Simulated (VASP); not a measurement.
# Os (P6/mmm) in VASP: a series of runs

The runs below take Os through single point, relaxation of cell and atoms, with PBE.

Everything below comes from runs of VASP 6.6.1. Logs are shortened: lines on timing, memory, paths and dates and some standing lists are left out, and cuts for length are marked.

### 1 The cell of the first run

Symmetry: P6/mmm, No. 191, hexagonal system. Conventional cell: a = 4.324 Å, b = 4.324 Å, c = 2.721 Å, α = 90.00°, β = 90.00°, γ = 120.00°. Within 3.6 Å of Os (site symmetry 6/mmm) lie 14 Os at 2.72 to 2.84 Å. Os (site symmetry -6m2) has 11 Os at 2.50 to 2.84 Å within 3.3 Å.

This isn't the form of Os at room conditions, which is hcp.

### 2 Single point, PBE

The input, INCAR:

```
SYSTEM = Os
ALGO = Normal
EDIFF = 1E-7
ENCUT = 520
GGA = PE
ISIF = 2
ISMEAR = -1
LASPH = .TRUE.
LCHARG = .TRUE.
LELF = .TRUE.
LREAL = .FALSE.
LVHAR = .TRUE.
LWAVE = .FALSE.
NBANDS = 19
NELM = 80
PREC = Accurate
SIGMA = 0.1
```

The input, KPOINTS:

```
k-points
0
G
  11 11 15
  0 0 0
```

The input, POSCAR:

```
Os
1.0
    4.3238447584      0.0000000000      0.0000000000
   -2.1619223792      3.7445594028      0.0000000000
    0.0000000000      0.0000000000      2.7210781628
Os
3
Direct
    1.0000000000      1.0000000000      1.0000000000
    0.3333333333      0.6666666667      0.5000000000
    0.6666666667      0.3333333333      0.5000000000
```

Potentials or basis: VASP PAW PBE potentials, release 64 (Os).

On the command line:

```sh
$ cat potpaw_PBE.64/Os/POTCAR > POTCAR
$ mpirun -np 1 vasp_std > vasp.out
```

OUTCAR:

```text
SYSTEM = Os
   EDIFF = 1E-7
   ENCUT = 520
   GGA = PE
   ISIF = 2
   ISMEAR = -1
   LASPH = .TRUE.
   LREAL = .FALSE.
   NELM = 80
   PREC = Accurate

 ion  position               nearest neighbor table
   1  0.000  0.000  0.000-   2 2.84   3 2.84   2 2.84   3 2.84   3 2.84   3 2.84   2 2.84   2 2.84
                             3 2.84   3 2.84   2 2.84   2 2.84
   2  0.333  0.667  0.500-   3 2.50   3 2.50   3 2.50   1 2.84   1 2.84   1 2.84   1 2.84   1 2.84
                             1 2.84
   3  0.667  0.333  0.500-   2 2.50   2 2.50   2 2.50   1 2.84   1 2.84   1 2.84   1 2.84   1 2.84
                             1 2.84

  LATTYP: Found a hexagonal cell.
 ALAT       =     4.3238447584
 C/A-ratio  =     0.6293191164

  Lattice vectors:

 A1 = (   4.3238447584,   0.0000000000,   0.0000000000)
 A2 = (  -2.1619223792,   3.7445594028,   0.0000000000)
 A3 = (   0.0000000000,   0.0000000000,   2.7210781628)

Analysis of symmetry for initial positions (statically):
=====================================================================
 Subroutine PRICEL returns:
 Original cell was already a primitive cell.

 Routine SETGRP: Setting up the symmetry group for a
 hexagonal supercell.

 Subroutine GETGRP returns: Found 24 space group operations
 (whereof 24 operations were pure point group operations)
 out of a pool of 24 trial point group operations.

The static configuration has the point symmetry D_6h.

Analysis of symmetry for dynamics (positions and initial velocities):
=====================================================================
 Subroutine PRICEL returns:
 Original cell was already a primitive cell.

 Routine SETGRP: Setting up the symmetry group for a
 hexagonal supercell.

 Subroutine GETGRP returns: Found 24 space group operations
 (whereof 24 operations were pure point group operations)
 out of a pool of 24 trial point group operations.

The dynamic configuration has the point symmetry D_6h.

 Subroutine INISYM returns: Found 24 space group operations
 (whereof 24 operations are pure point group operations),
 and found     1 'primitive' translations

----------------------------------------------------------------------------------------

                                     Primitive cell

  volume of cell :      44.0567

  direct lattice vectors                    reciprocal lattice vectors
     4.323844758  0.000000000  0.000000000     0.231275648  0.133527058  0.000000000
    -2.161922379  3.744559403  0.000000000     0.000000000  0.267054116  0.000000000
     0.000000000  0.000000000  2.721078163     0.000000000  0.000000000  0.367501387

  length of vectors
     4.323844758  4.323844758  2.721078163     0.267054116  0.267054116  0.367501387

  position of ions in fractional coordinates (direct lattice)
     0.000000000  0.000000000  0.000000000
     0.333333333  0.666666667  0.500000000
     0.666666667  0.333333333  0.500000000

  ion indices of the primitive-cell ions
   primitive index   ion index
                 1           1
                 2           2
                 3           3

----------------------------------------------------------------------------------------

 KPOINTS: k-points

Automatic generation of k-mesh.
 Grid dimensions read from file:
 generate k-points for:   11   11   15

 Generating k-lattice:

  Cartesian coordinates                     Fractional coordinates (reciprocal lattice)
     0.021025059  0.012138823  0.000000000     0.090909091  0.000000000  0.000000000
     0.000000000  0.024277647  0.000000000     0.000000000  0.090909091  0.000000000
     0.000000000  0.000000000  0.024500092     0.000000000  0.000000000  0.066666667

  Length of vectors
     0.024277647  0.024277647  0.024500092

  Shift w.r.t. Gamma in fractional coordinates (k-lattice)
     0.000000000  0.000000000  0.000000000

 Subroutine IBZKPT returns following result:
 ===========================================

 Found    128 irreducible k-points:

 Following reciprocal coordinates:
            Coordinates               Weight
  0.000000  0.000000  0.000000      1.000000
  0.090909  0.000000  0.000000      6.000000
  0.181818  0.000000  0.000000      6.000000
  0.272727  0.000000  0.000000      6.000000
  0.363636  0.000000  0.000000      6.000000
  0.454545  0.000000  0.000000      6.000000
[... 16 lines left out ...]
  0.090909  0.090909  0.066667     12.000000
  0.181818  0.090909  0.066667     24.000000
 [... further k-points ...]
   k-points           NKPTS =    128   k-points in BZ     NKDIM =    128   number of bands    NBANDS=     19
   number of dos      NEDOS =    301   number of ions     NIONS =      3
   total plane-waves  NPLWV =  20480
   dimension x,y,z NGX =    32 NGY =   32 NGZ =   20
   dimension x,y,z NGXF=    64 NGYF=   64 NGZF=   40
   ions per type =               3
   NGX,Y,Z   is equivalent  to a cutoff of  12.30, 12.30, 12.22 a.u.
   NGXF,Y,Z  is equivalent  to a cutoff of  24.61, 24.61, 24.44 a.u.
 SYSTEM =  Os
   PREC   = accura    normal or accurate (medium, high low for compatibility)
   ISTART =      0    job   : 0-new  1-cont  2-samecut
   ICHARG =      2    charge: 1-file 2-atom 10-const
   ISPIN  =      1    spin polarized calculation?
   LNONCOLLINEAR =      F non collinear calculations
   LSORBIT =      F    spin-orbit coupling
   LASPH  =      T    aspherical Exc in radial PAW
   ENCUT  =  520.0 eV  38.22 Ry    6.18 a.u.   8.04  8.04  5.06*2*pi/ulx,y,z
   NELM   =     80;   NELMIN=  2; NELMDL= -5     # of ELM steps
   EDIFF  = 0.1E-06   stopping-criterion for ELM
   LREAL  =      F    real-space projection
   EDIFFG = 0.1E-05   stopping-criterion for IOM
   NSW    =      0    number of steps for IOM
   IBRION =     -1    ionic relax: 0-MD 1-quasi-New 2-CG
   NFREE  =      0    steps in history (QN), initial steepest desc. (CG)
   ISIF   =      2    stress and relaxation
   ISYM   =      2    0-nonsym 1-usesym 2-fastsym
   POTIM  = 0.5000    time-step for ionic-motion
   TEBEG  =    0.0;   TEEND  =   0.0 temperature during run
   PSTRESS=    0.0 pullay stress
   NELECT =      24.0000    total number of electrons
   NUPDOWN=      -1.0000    fix difference up-down
   EMIN   =  10.00;   EMAX   =-10.00  energy-range for DOS
   EFERMI =   0.00;   METHOD = LEGACY
   ISMEAR =    -1;   SIGMA  =   0.10  broadening in eV -4-tet -1-fermi 0-gaus
   EFERMI_NEDOS =   21; number of points for ismear=-14 and -15
   IALGO  =     38    algorithm
   IMIX   =      4    mixing-type and parameters
     AMIX     =   0.40;   BMIX     =  1.00
     AMIX_MAG =   1.60;   BMIX_MAG =  1.00
  volume/ion in A,a.u.               =      14.69        99.10
  Fermi-wavevector in a.u.,A,eV,Ry     =   1.337030  2.526621 24.322461  1.787650
  Thomas-Fermi vector in A             =   2.465611
   LORBIT       =      0    0 simple, 1 ext, 2 COOP (PROOUT), +10 PAW based schemes
   GGA     = PE    functional components
   LHFCALC =     F    Hartree Fock is set to
   AEXX    =    0.0000 exact exchange contribution
   IVDW    =     0    specifies the selected vdW correction
   LEPSILON=     F    determine dielectric tensor
   LRPA    =     F    only Hartree local field effects (RPA)
 non-spin polarized calculation
  energy-cutoff  :      520.00
  volume of cell :       44.06
 maximum number of plane-waves:      1205
   NGX = 17   NGY = 17   NGZ = 11

 number of electron      23.9999999 magnetization

 Free energy of the ion-electron system (eV)
  ---------------------------------------------------
  ext. energy  EPLUGINS =         0.00000000
  ---------------------------------------------------
  free energy    TOTEN  =       -32.74220439 eV

  energy without entropy =      -32.65002169  energy(sigma->0) =      -32.69611304

 E-fermi :   8.9654     XC(G=0): -13.7568

 val. band max:        8.9619625879   @ k =   0.3636   0.2727   0.2000
 cond. band min:       8.9769809595   @ k =   0.1818   0.0909   0.0000
 fundamental gap:      0.0150183716
 Fermi energy:         8.9653614320

 k-point     1 :       0.0000    0.0000    0.0000
  band No.  band energies     occupation
      1      -1.7411      2.00000
      2       2.1019      2.00000
      3       4.6875      2.00000
      4       4.8663      2.00000
      5       4.8663      2.00000
      6       4.9112      2.00000
[... 11 lines left out ...]
     18      17.4532      0.00000
     19      18.4366      0.00000

 k-point     2 :       0.0909    0.0000    0.0000
  band No.  band energies     occupation
      1      -1.6065      2.00000
      2       2.1487      2.00000
      3       4.0511      2.00000
      4       4.4482      2.00000
      5       4.5593      2.00000
      6       5.3026      2.00000
[... 11 lines left out ...]
     18      16.8593      0.00000
     19      16.8927      0.00000

 k-point     3 :       0.1818    0.0000    0.0000
  band No.  band energies     occupation
      1      -1.2145      2.00000
      2       2.2428      2.00000
      3       3.2709      2.00000
      4       4.1054      2.00000
      5       4.1646      2.00000
      6       5.3450      2.00000
[... 11 lines left out ...]
     18      15.3840      0.00000
     19      16.8285      0.00000

 k-point     4 :       0.2727    0.0000    0.0000
  band No.  band energies     occupation
      1      -0.6014      2.00000
      2       2.0983      2.00000
      3       2.8614      2.00000
      4       3.6474      2.00000
      5       4.0296      2.00000
      6       5.1549      2.00000
[... 11 lines left out ...]
     18      13.9376      0.00000
     19      17.2337      0.00000

 k-point     5 :       0.3636    0.0000    0.0000
  band No.  band energies     occupation
      1       0.1681      2.00000
      2       1.6847      2.00000
      3       2.5782      2.00000
      4       3.5527      2.00000
      5       4.0162      2.00000
      6       4.8094      2.00000
[... 11 lines left out ...]
     18      12.6118      0.00000
     19      17.5802      0.00000

 k-point     6 :       0.4545    0.0000    0.0000
  band No.  band energies     occupation
      1       0.9635      2.00000
      2       1.4591      2.00000
      3       1.9310      2.00000
      4       3.9035      2.00000
      5       4.0585      2.00000
      6       4.3671      2.00000
[... 11 lines left out ...]
     18      11.6082      0.00000
     19      17.7879      0.00000

 k-point     7 :       0.0909    0.0909    0.0000
  band No.  band energies     occupation
      1      -1.3435      2.00000
      2       2.2229      2.00000
      3       3.6082      2.00000
      4       3.7452      2.00000
      5       4.6582      2.00000
      6       5.3134      2.00000
[... 11 lines left out ...]
     18      15.5483      0.00000
     19      17.0276      0.00000

 k-point     8 :       0.1818    0.0909    0.0000
  band No.  band energies     occupation
      1      -0.8431      2.00000
      2       2.2292      2.00000
      3       2.9842      2.00000
      4       3.4078      2.00000
      5       4.4541      2.00000
      6       5.3237      2.00000
[... 256 lines left out ...]
 k-point    20 :       0.2727    0.0000    0.0667
  band No.  band energies     occupation
      1      -0.4805      2.00000
      2       2.2164      2.00000
      3       2.9562      2.00000
      4       3.6755      2.00000
      5       3.9817      2.00000
      6       5.2490      2.00000
[... 11 lines left out ...]
     18      14.1223      0.00000
     19      17.1872      0.00000

 k-point    21 :       0.3636    0.0000    0.0667
  band No.  band energies     occupation
      1       0.2843      2.00000
      2       1.7850      2.00000
      3       2.7070      2.00000
      4       3.5851      2.00000
      5       3.9824      2.00000
      6       4.8954      2.00000
[... 11 lines left out ...]
     18      12.8250      0.00000
     19      17.5371      0.00000

 k-point    22 :       0.4545    0.0000    0.0667
  band No.  band energies     occupation
      1       1.0798      2.00000
      2       1.5596      2.00000
      3       2.0422      2.00000
      4       3.9631      2.00000
      5       4.0307      2.00000
      6       4.4405      2.00000
[... 11 lines left out ...]
     18      11.7381      0.00000
     19      17.7402      0.00000

 k-point    23 :       0.0909    0.0909    0.0667
  band No.  band energies     occupation
      1      -1.2164      2.00000
      2       2.3745      2.00000
      3       3.6261      2.00000
      4       3.6994      2.00000
      5       4.7207      2.00000
      6       5.1911      2.00000
[... 11 lines left out ...]
     18      15.6436      0.00000
     19      16.9906      0.00000

 k-point    24 :       0.1818    0.0909    0.0667
  band No.  band energies     occupation
      1      -0.7203      2.00000
      2       2.3731      2.00000
      3       3.0365      2.00000
      4       3.4023      2.00000
      5       4.4926      2.00000
      6       5.3404      2.00000
[... 11 lines left out ...]
     18      14.3907      0.00000
     19      17.4719      0.00000

 [... further k-points ...]
[... 5 lines left out ...]
  --------------------------------------------------------------------------------------
  -------------------------------------------------------------------------------------
  Total       -0.1024080     -0.1024080      0.0273245      0.0000000      0.0000000      0.0000000
  in kB       -3.7241981     -3.7241981      0.9936900      0.0000000      0.0000000      0.0000000
  external PRESSURE =      -2.1515687 kB  Pullay stress =       0.0000000 kB

 VOLUME and BASIS-vectors are now :
 -----------------------------------------------------------------------------
  energy-cutoff  :      520.00
  volume of cell :       44.06
      direct lattice vectors                 reciprocal lattice vectors
     4.323844758  0.000000000  0.000000000     0.231275648  0.133527058  0.000000000
    -2.161922379  3.744559403  0.000000000     0.000000000  0.267054116  0.000000000
     0.000000000  0.000000000  2.721078163     0.000000000  0.000000000  0.367501387

 POSITION                                       TOTAL-FORCE (eV/Angst)
 -----------------------------------------------------------------------------------
      0.00000      0.00000      0.00000        -0.000000      0.000000      0.000000
     -0.00000      2.49637      1.36054        -0.000000      0.000000      0.000000
      2.16192      1.24819      1.36054         0.000000     -0.000000      0.000000
 -----------------------------------------------------------------------------------
    total drift:                               -0.000000      0.000000      0.000000

  FREE ENERGIE OF THE ION-ELECTRON SYSTEM (eV)
  ---------------------------------------------------
  free  energy   TOTEN  =       -32.7422043876 eV

  energy  without entropy=      -32.6500216850  energy(sigma->0) =      -32.69611304
```

It took 60 s on 1 thread of AMD EPYC 9R45 (Zen 5), shared host; peak memory 0.19 GiB.

Results:

```yaml
Free_energy: -32.7422 eV
Pressure: -0.2 GPa
Band_gap_on_the_k_mesh: zero (bands 12 and 13 overlap by 2.53 eV)
```

Caveat: spin-orbit coupling is left out, which moves the levels of the heavy elements.

### 3 Relaxation of cell and atoms, PBE

This run uses another cell than the first one, of 13.99 Å³/atom.

The input, INCAR:

```
PREC = Accurate
ENCUT = 600
EDIFF = 1E-6
ISMEAR = -1
SIGMA = 0.1
LREAL = F
LASPH = T
NELM = 60
ALGO = Normal
ISIF = 3
LWAVE = F
LCHARG = F
GGA = PE
IBRION = 2
NSW = 80
EDIFFG = -0.01
```

The input, KPOINTS:

```
Automatic mesh
0
Gamma
  9 9 12
```

The input, POSCAR:

```
Os
1.0
    4.2920416892      0.0000000000      0.0000000000
   -2.1460208446      3.7170171370      0.0000000000
    0.0000000000      0.0000000000      2.6310215555
Os
3
Direct
    0.0000000000      0.0000000000      0.0000000000
    0.3333333333      0.6666666667      0.5000000000
    0.6666666667      0.3333333333      0.5000000000
```

Potentials or basis: VASP PAW PBE potentials, release 64 (Os).

On the command line:

```sh
$ cat potpaw_PBE.64/Os/POTCAR > POTCAR
$ mpirun -np 1 vasp_std > vasp.out
```

It took 4.6 min on 1 thread of AMD EPYC 9R45 (Zen 5), shared host; peak memory 0.2 GiB.

It converged, with:

```yaml
Free_energy: -32.7435 eV
Relaxed_volume: 14.68 Å³/atom
Relaxed_cell: a = 4.323 Å, b = 4.323 Å, c = 2.721 Å, α = 90.00°, β = 90.00°, γ = 120.00°
Space_group_after_relaxing_to_0.1_Å: P6/mmm (No. 191)
Energy_gained_by_relaxing: 50.9 meV/atom
Ionic_steps: 9
Pressure_after_relaxing: 0.0 GPa
Band_gap_on_the_k_mesh: zero (bands 12 and 13 overlap by 2.81 eV)
```

The path:
| step | energy change (eV) | largest force (eV/Å) | pressure (GPa) | volume (Å³) |
| --- | --- | --- | --- | --- |
| 1 | 0.0000 | 0.0000 | 19.68 | 41.97 |
| 2 | 1.3790 | 0.0000 | -43.77 | 53.24 |
| 3 | -0.1408 | 0.0000 | -3.10 | 44.36 |
| 4 | -0.1422 | 0.0000 | -1.48 | 44.16 |
| 5 | -0.1422 | 0.0000 | -1.10 | 44.12 |
| 6 | -0.1373 | 0.0000 | 2.70 | 43.82 |
| 7 | -0.1526 | 0.0000 | 0.44 | 43.99 |
| 8 | -0.1522 | 0.0000 | -1.09 | 44.17 |
| 9 | -0.1527 | 0.0000 | 0.02 | 44.04 |

Final structure:
```yaml
crystal:
  lattice:
    - [4.32266, 0.00000, 0.00000]
    - [-2.16133, 3.74353, 0.00000]
    - [0.00000, 0.00000, 2.72134]
  atoms:
    - { symbol: Os, position: [0.00000, 0.00000, 0.00000] }
    - { symbol: Os, position: [0.33333, 0.66667, 0.50000] }
    - { symbol: Os, position: [0.66667, 0.33333, 0.50000] }
```

Levels at points of the mesh, in eV from the Fermi level:
| k point | band 8 | band 9 | band 10 | band 11 | band 12 | band 13 | band 14 | band 15 | band 16 |
| --- | --- | --- | --- | --- | --- | --- | --- | --- | --- |
| (0.00, 0.00, 0.00) | -3.25 | -2.36 | -2.36 | -1.57 | -1.57 | -1.50 | -1.50 | 2.29 | 2.29 |
| (0.00, 0.00, 0.50) | -2.43 | -2.29 | -2.29 | 0.97 | 0.97 | 1.86 | 1.86 | 3.24 | 3.66 |

Caveat: spin-orbit coupling is left out, which moves the levels of the heavy elements.
